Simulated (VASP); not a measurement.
Here is a VASP 6.6.1 calculation.

File INCAR:

```
SYSTEM = Al8Ni8H
ALGO = Normal ; DIPOL = 0.5 0.5 0.470
EDIFF = 1E-6 ; ENCUT = 520
GGA = PE ; IDIPOL = 3
ISIF = 2 ; ISMEAR = 0
IVDW = 12 ; LASPH = .True.
LCHARG = .False. ; LDIPOL = .True.
LREAL = Auto ; LWAVE = .False.
NBANDS = 66 ; NELM = 60
PREC = Accurate ; SIGMA = 0.1
```

The input KPOINTS:

```
k-points
0
Gamma
  5 7 1
  0 0 0
```

POSCAR

```
Al8Ni8H
1.0
    5.7148460082      0.0000000000      0.0000000000
    0.0000000000      4.0410063658      0.0000000000
    0.0000000000      0.0000000000     25.0615095488
Al Ni H
8 8 1
Direct
    0.0000000000      0.5000000000      0.3391655233
    0.5000000000      0.5000000000      0.3391655233
    0.0000000000      0.0000000000      0.4197872902
    0.5000000000      0.0000000000      0.4197872902
    0.0000560898      0.4926222122      0.5016069950
    0.4999998278      0.4927913027      0.4993740844
   -0.0001053664     -0.0101113452      0.5849768967
    0.4996924562     -0.0102330506      0.5821773363
    0.2500000000      0.0000000000      0.3391655233
    0.7500000000      0.0000000000      0.3391655233
    0.2500000000      0.5000000000      0.4197872902
    0.7500000000      0.5000000000      0.4197872902
    0.2504277980     -0.0080038169      0.5003333043
    0.7498718502     -0.0079766044      0.5004126539
    0.2573626591      0.4908278961      0.5795933942
    0.7424026256      0.4910647573      0.5796600336
    0.4997804722      0.4316249020      0.6180323201
```

Potentials or basis: VASP PAW PBE potentials, release 64 (Al, Ni, H).

Run with:

```console
$ cat potpaw_PBE.64/Al/POTCAR potpaw_PBE.64/Ni/POTCAR potpaw_PBE.64/H/POTCAR > POTCAR
$ mpirun -np 1 vasp_std > vasp.out
```

Problem. Predict the dispersion energy per atom.

Solution. -0.316 eV.

Problem. Estimate the largest force.

Solution. 0.592 eV/Å.

Forces on the atoms (eV/Å):
```
Al   0.000 -0.007 -0.592
Al   0.000 -0.006 -0.591
Al  -0.001 -0.031 -0.278
Al   0.004 -0.037 -0.369
Al  -0.005 -0.001  0.004
Al   0.005  0.000 -0.016
Al   0.000 -0.002 -0.018
Al   0.009 -0.003 -0.007
Ni   0.010  0.007  0.529
Ni  -0.011  0.008  0.530
Ni  -0.048  0.014  0.377
Ni   0.049  0.014  0.378
Ni  -0.007  0.006  0.017
Ni  -0.009  0.005  0.006
Ni  -0.002  0.017  0.020
Ni   0.003  0.012  0.009
H    0.001  0.004  0.002
```

Spin polarisation is off, so any magnetic state and its effect on volume and gap are missing.
